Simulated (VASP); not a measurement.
# C (Fd-3m) in VASP: a series of runs, part 2 of 2

VASP 6.6.1. The steps go on from the part before.

## 4. Electric field gradients, PBE

This run uses another cell than the first one, of 5.81 Å³/atom.

Contents of INCAR:

```
PREC     = Accurate       # precision mode
ENCUT    = 520            # plane-wave cutoff, eV
EDIFF    = 1E-8           # SCF threshold, eV
ISMEAR   = -1             # smearing method
SIGMA    = 0.08           # smearing width, eV
LREAL    = F              # projectors in reciprocal space
LASPH    = T              # aspherical terms in the spheres
NELM     = 80             # most SCF steps
ALGO     = Normal         # electronic algorithm
ISIF     = 2              # what is computed and relaxed
LWAVE    = F              # write WAVECAR
LCHARG   = F              # write CHGCAR
GGA      = PE             # functional
LEFG     = T            
NBANDS   = 11             # bands
```

Contents of KPOINTS:

```
regular mesh
0
Gamma
  20 20 20
```

Contents of POSCAR:

```
C
1.0
    0.0000000000      1.7981395114      1.7981395114
    1.7981395114      0.0000000000      1.7981395114
    1.7981395114      1.7981395114      0.0000000000
C
2
Direct
    0.5000000000      0.5000000000      0.5000000000
    0.7500000000      0.7500000000      0.7500000000
```

Potentials or basis: VASP PAW PBE potentials, release 64 (C).

The run is started by

```console
$ cat potpaw_PBE.64/C/POTCAR > POTCAR
$ mpirun -np 1 vasp_std > vasp.out
```

OUTCAR:

```text
PREC = Accurate
   ENCUT = 520
   EDIFF = 1E-8
   ISMEAR = -1
   LREAL = F
   LASPH = T
   NELM = 80
   ISIF = 2
   GGA = PE

 ion  position               nearest neighbor table
   1  0.500  0.500  0.500-   2 1.56   2 1.56   2 1.56   2 1.56
   2  0.750  0.750  0.750-   1 1.56   1 1.56   1 1.56   1 1.56

  LATTYP: Found a face centered cubic cell.
 ALAT       =     3.5962790228

  Lattice vectors:

 A1 = (   0.0000000000,   1.7981395114,   1.7981395114)
 A2 = (   1.7981395114,   0.0000000000,   1.7981395114)
 A3 = (   1.7981395114,   1.7981395114,   0.0000000000)

Analysis of symmetry for initial positions (statically):
=====================================================================
 Subroutine PRICEL returns:
 Original cell was already a primitive cell.

 Routine SETGRP: Setting up the symmetry group for a
 face centered cubic supercell.

[... 524 lines left out ...]
  energy-cutoff  :      520.00
  volume of cell :       11.63
      direct lattice vectors                 reciprocal lattice vectors
     0.000000000  1.798139511  1.798139511    -0.278065187  0.278065187  0.278065187
     1.798139511  0.000000000  1.798139511     0.278065187 -0.278065187  0.278065187
     1.798139511  1.798139511  0.000000000     0.278065187  0.278065187 -0.278065187

 POSITION                                       TOTAL-FORCE (eV/Angst)
 -----------------------------------------------------------------------------------
      1.79814      1.79814      1.79814        -0.000000     -0.000000     -0.000000
      2.69721      2.69721      2.69721         0.000000      0.000000      0.000000
 -----------------------------------------------------------------------------------
    total drift:                                0.000000     -0.000000      0.000000

  FREE ENERGIE OF THE ION-ELECTRON SYSTEM (eV)
  ---------------------------------------------------
  free  energy   TOTEN  =       -18.1805439121 eV

  energy  without entropy=      -18.1805439121  energy(sigma->0) =      -18.18054391

 Electric field gradients (V/A^2)
---------------------------------------------------------------------
 ion       V_xx      V_yy      V_zz      V_xy      V_xz      V_yz
---------------------------------------------------------------------
   1      -0.000     0.000     0.000     0.000     0.000     0.000
   2      -0.000     0.000     0.000     0.000     0.000     0.000
---------------------------------------------------------------------

 Electric field gradients after diagonalization (V/A^2)
 (convention: |V_zz| > |V_xx| > |V_yy|)
----------------------------------------------------------------------
 ion       V_xx      V_yy      V_zz     asymmetry (V_yy - V_xx)/ V_zz
----------------------------------------------------------------------
   1      -0.000    -0.000     0.000       0.000
   2      -0.000    -0.000     0.000       0.000
----------------------------------------------------------------------

           NMR quadrupolar parameters

 Cq : quadrupolar parameter    Cq=e*Q*V_zz/h
 eta: asymmetry parameters     (V_yy - V_xx)/ V_zz
 Q  : nuclear electric quadrupole moment in mb (millibarn)
----------------------------------------------------------------------
 ion       Cq(MHz)       eta       Q (mb)
----------------------------------------------------------------------
   1       0.000       0.000       1.000
   2       0.000       0.000       1.000
----------------------------------------------------------------------
```

stdout:

```text
POSCAR found type information on POSCAR C
 POSCAR found :  1 types and       2 ions
 scaLAPACK will be used
 LDA part: xc-table for (Slater+PW92), standard interpolation
 POSCAR, INCAR and KPOINTS ok, starting setup
 FFT: planning ... GRIDC
 FFT: planning ... GRID_SOFT
 FFT: planning ... GRID
 WAVECAR not read
 entering main loop
ion   1

ion   2
```

It took 64 s on 1 thread of AMD EPYC 7R13, shared host; peak memory 0.11 GiB.

What came out:

- Free energy: -18.1805 eV
- Pressure: -8.0 GPa
- Band gap on the k mesh: 4.08 eV (least direct gap 5.52 eV)
- Largest electric field gradient by atom: zero within the noise of the run

Levels at points of the mesh, in eV from the valence-band top:
| k point | band 1 | band 2 | band 3 | band 4 | band 5 | band 6 | band 7 | band 8 |
| --- | --- | --- | --- | --- | --- | --- | --- | --- |
| (0.00, 0.00, 0.00) | -21.15 | 0.00 | 0.00 | 0.00 | 5.52 | 5.52 | 5.52 | 12.77 |
| (0.50, 0.00, 0.00) | -15.51 | -13.10 | -2.74 | -2.74 | 8.36 | 8.36 | 8.52 | 15.47 |
| (0.50, 0.50, 0.00) | -12.59 | -12.59 | -6.15 | -6.15 | 4.71 | 4.71 | 16.44 | 16.44 |

Caveat: the cell stands under tension. As with any semilocal functional, this PBE gap is likely too small.

## 5. Electric field gradients, PBE (5.96 Å³/atom)

This run uses another cell than the first one, of 5.96 Å³/atom.

Contents of INCAR:

```
SYSTEM = C
PREC = Accurate ; ENCUT = 520
EDIFF = 1E-8 ; ISMEAR = -1
SIGMA = 0.08 ; LREAL = .False.
LASPH = .True. ; NELM = 80
ALGO = Normal ; ISIF = 2
LWAVE = .False. ; LCHARG = .False.
GGA = PE ; LEFG = .True.
NBANDS = 11
```

Contents of KPOINTS:

```
Automatic mesh
0
Gamma
  20 20 20
  0 0 0
```

Contents of POSCAR:

```
C
1.0
    0.0000000000      1.8126412627      1.8126412627
    1.8126412627      0.0000000000      1.8126412627
    1.8126412627      1.8126412627      0.0000000000
C
2
Direct
    0.5000000000      0.5000000000      0.5000000000
    0.7500000000      0.7500000000      0.7500000000
```

Potentials or basis: VASP PAW PBE potentials, release 64 (C).

The run is started by

```console
$ cat potpaw_PBE.64/C/POTCAR > POTCAR
$ mpirun -np 1 vasp_std > vasp.out
```

OUTCAR:

```text
SYSTEM = C
   PREC = Accurate
   ENCUT = 520
   EDIFF = 1E-8
   ISMEAR = -1
   LREAL = .False.
   LASPH = .True.
   NELM = 80
   ISIF = 2
   GGA = PE

 ion  position               nearest neighbor table
   1  0.500  0.500  0.500-   2 1.57   2 1.57   2 1.57   2 1.57
   2  0.750  0.750  0.750-   1 1.57   1 1.57   1 1.57   1 1.57

  LATTYP: Found a face centered cubic cell.
 ALAT       =     3.6252825254

  Lattice vectors:

 A1 = (   0.0000000000,   1.8126412627,   1.8126412627)
 A2 = (   1.8126412627,   0.0000000000,   1.8126412627)
 A3 = (   1.8126412627,   1.8126412627,   0.0000000000)

Analysis of symmetry for initial positions (statically):
=====================================================================
 Subroutine PRICEL returns:
 Original cell was already a primitive cell.

 Routine SETGRP: Setting up the symmetry group for a
 face centered cubic supercell.

 Subroutine GETGRP returns: Found 48 space group operations
[... 524 lines left out ...]
  volume of cell :       11.91
      direct lattice vectors                 reciprocal lattice vectors
     0.000000000  1.812641263  1.812641263    -0.275840570  0.275840570  0.275840570
     1.812641263  0.000000000  1.812641263     0.275840570 -0.275840570  0.275840570
     1.812641263  1.812641263  0.000000000     0.275840570  0.275840570 -0.275840570

 POSITION                                       TOTAL-FORCE (eV/Angst)
 -----------------------------------------------------------------------------------
      1.81264      1.81264      1.81264        -0.000000     -0.000000     -0.000000
      2.71896      2.71896      2.71896         0.000000      0.000000      0.000000
 -----------------------------------------------------------------------------------
    total drift:                                0.000000     -0.000000      0.000000

  FREE ENERGIE OF THE ION-ELECTRON SYSTEM (eV)
  ---------------------------------------------------
  free  energy   TOTEN  =       -18.1583296205 eV

  energy  without entropy=      -18.1583296204  energy(sigma->0) =      -18.15832962

 Electric field gradients (V/A^2)
---------------------------------------------------------------------
 ion       V_xx      V_yy      V_zz      V_xy      V_xz      V_yz
---------------------------------------------------------------------
   1      -0.000     0.000    -0.000     0.000     0.000     0.000
   2      -0.000    -0.000    -0.000     0.000     0.000     0.000
---------------------------------------------------------------------

 Electric field gradients after diagonalization (V/A^2)
 (convention: |V_zz| > |V_xx| > |V_yy|)
----------------------------------------------------------------------
 ion       V_xx      V_yy      V_zz     asymmetry (V_yy - V_xx)/ V_zz
----------------------------------------------------------------------
   1      -0.000    -0.000     0.000       0.000
   2      -0.000    -0.000     0.000       0.000
----------------------------------------------------------------------

           NMR quadrupolar parameters

 Cq : quadrupolar parameter    Cq=e*Q*V_zz/h
 eta: asymmetry parameters     (V_yy - V_xx)/ V_zz
 Q  : nuclear electric quadrupole moment in mb (millibarn)
----------------------------------------------------------------------
 ion       Cq(MHz)       eta       Q (mb)
----------------------------------------------------------------------
   1       0.000       0.000       1.000
   2       0.000       0.000       1.000
----------------------------------------------------------------------
```

OSZICAR:

```text
N       E                     dE             d eps       ncg     rms          rms(c)
DAV:   1     0.145265839024E+01    0.14527E+01   -0.47167E+03  5857   0.690E+02
DAV:   2    -0.183144208265E+02   -0.19767E+02   -0.19201E+02  7458   0.129E+02
DAV:   3    -0.187056700039E+02   -0.39125E+00   -0.39027E+00  6610   0.137E+01
DAV:   4    -0.187063495378E+02   -0.67953E-03   -0.67952E-03  6043   0.715E-01
DAV:   5    -0.187063503719E+02   -0.83408E-06   -0.83408E-06  6455   0.238E-02    0.521E+00
DAV:   6    -0.182950946243E+02    0.41126E+00   -0.21482E-01  5794   0.323E+00    0.311E+00
DAV:   7    -0.181565714655E+02    0.13852E+00   -0.26765E-01  6064   0.365E+00    0.682E-01
DAV:   8    -0.181582638576E+02   -0.16924E-02   -0.77534E-03  5863   0.648E-01    0.420E-02
DAV:   9    -0.181583092108E+02   -0.45353E-04   -0.62618E-05  6871   0.636E-02    0.236E-02
DAV:  10    -0.181583296184E+02   -0.20408E-04   -0.16233E-05  6027   0.348E-02    0.522E-03
DAV:  11    -0.181583296693E+02   -0.50898E-07   -0.26044E-07  6910   0.452E-03    0.578E-04
DAV:  12    -0.181583296249E+02    0.44460E-07   -0.21015E-08  6101   0.141E-03    0.333E-04
DAV:  13    -0.181583296205E+02    0.43443E-08   -0.10744E-09  3308   0.262E-04
   1 F= -.18158330E+02 E0= -.18158330E+02  d E =-.790556E-10
```

Run time: 60 s. Hardware: 1 thread of AMD EPYC 7R13, shared host; peak memory 0.11 GiB.

Results:

| Item | Value |
| --- | --- |
| Free energy | -18.1583 eV |
| Pressure | -17.3 GPa |
| Band gap on the k mesh | 4.03 eV (least direct gap 5.46 eV) |
| Largest electric field gradient by atom | zero within the noise of the run |

Levels at points of the mesh, in eV from the valence-band top:
| k point | band 1 | band 2 | band 3 | band 4 | band 5 | band 6 | band 7 | band 8 | band 9 |
| --- | --- | --- | --- | --- | --- | --- | --- | --- | --- |
| (0.00, 0.00, 0.00) | -20.83 | 0.00 | 0.00 | 0.00 | 5.46 | 5.46 | 5.46 | 12.23 | 18.68 |
| (0.50, 0.00, 0.00) | -15.33 | -12.84 | -2.68 | -2.68 | 8.20 | 8.25 | 8.25 | 15.24 | 21.21 |
| (0.50, 0.50, 0.00) | -12.43 | -12.43 | -6.01 | -6.01 | 4.66 | 4.66 | 16.08 | 16.08 | 22.35 |

Caveat: the cell stands under tension. A k mesh can miss the band edges.

## 6. Single point, PBE

Contents of POSCAR:

```
C
1.0
    0.0000000000      1.7834000000      1.7834000000
    1.7834000000      0.0000000000      1.7834000000
    1.7834000000      1.7834000000      0.0000000000
C
2
Direct
    0.5000000000      0.5000000000      0.5000000000
    0.7500000000      0.7500000000      0.7500000000
```

Contents of INCAR.step1:

```
SYSTEM = C
  ALGO = Normal
  EDIFF = 1E-6
  ENCUT = 520
  GGA = PE
  ISIF = 2
  ISMEAR = -1
  LASPH = .TRUE.
  LCHARG = .TRUE.
  LREAL = .FALSE.
  LWAVE = .FALSE.
  NBANDS = 11
  NELM = 60
  PREC = Accurate
  SIGMA = 0.08
```

Contents of KPOINTS.step1:

```
k-points
0
G
  20 20 20
  0 0 0
```

Contents of INCAR.step2:

```
SYSTEM = C
  ALGO = Normal
  EDIFF = 1E-6
  ENCUT = 520
  GGA = PE
  ICHARG = 11
  ISIF = 2
  ISMEAR = -5
  LASPH = .TRUE.
  LCHARG = .FALSE.
  LORBIT = 11
  LREAL = .FALSE.
  LWAVE = .FALSE.
  NBANDS = 11
  NEDOS = 2001
  NELM = 60
  PREC = Accurate
  SIGMA = 0.08
```

Contents of KPOINTS.step2:

```
k-points
0
G
  30 30 30
  0 0 0
```

Potentials or basis: VASP PAW PBE potentials, release 64 (C).

The run is started by

```console
$ cat potpaw_PBE.64/C/POTCAR > POTCAR
$ cp INCAR.step1 INCAR
$ cp KPOINTS.step1 KPOINTS
$ mpirun -np 1 vasp_std > vasp.out
$ cp INCAR.step2 INCAR
$ cp KPOINTS.step2 KPOINTS
$ mpirun -np 1 vasp_std > vasp.out
```

Wall time 2.3 min (1 thread of AMD EPYC 7R13, shared host); peak memory 0.15 GiB.

The run converged. Its results:

| Item | Value |
| --- | --- |
| Valence electrons inside the program's atomic spheres | C 2.58 |

Levels at points of the mesh, in eV from the valence-band top:
| k point | band 2 | band 3 | band 4 | band 5 | band 6 | band 7 |
| --- | --- | --- | --- | --- | --- | --- |
| (0.00, 0.00, 0.00) | 0.00 | 0.00 | 0.00 | 5.59 | 5.59 | 5.59 |
| (0.50, 0.00, 0.00) | -13.37 | -2.80 | -2.80 | 8.46 | 8.46 | 8.85 |
| (0.50, 0.50, 0.00) | -12.76 | -6.30 | -6.30 | 4.76 | 4.76 | 16.81 |

## 7. Overview

| task | cell | k mesh for the DOS | occupations for the DOS | gap on the mesh (eV) | pressure (GPa) |
| --- | --- | --- | --- | --- | --- |
| electric field gradients | a = 2.522 Å, angles 60.0°, 2 atoms | - | - | 4.13 | 2.4 |
| electric field gradients | a = 2.543 Å, angles 60.0°, 2 atoms | - | - | 4.08 | -8.0 |
| electric field gradients | a = 2.563 Å, angles 60.0°, 2 atoms | - | - | 4.03 | -17.3 |
| single point | a = 2.522 Å, angles 60.0°, 2 atoms | 30 × 30 × 30 | tetrahedron | - | - |

Alike in all rows: level PBE; potentials or basis VASP PAW PBE potentials, release 64 (C); no spin polarisation; k mesh 20 × 20 × 20; cutoff (eV) 520; smearing fermi-dirac 0.08 eV.

Caveats: the cell stands under tension (at least some runs).

Total energies depend on the potentials used, so only differences within one code and one set of settings carry meaning.
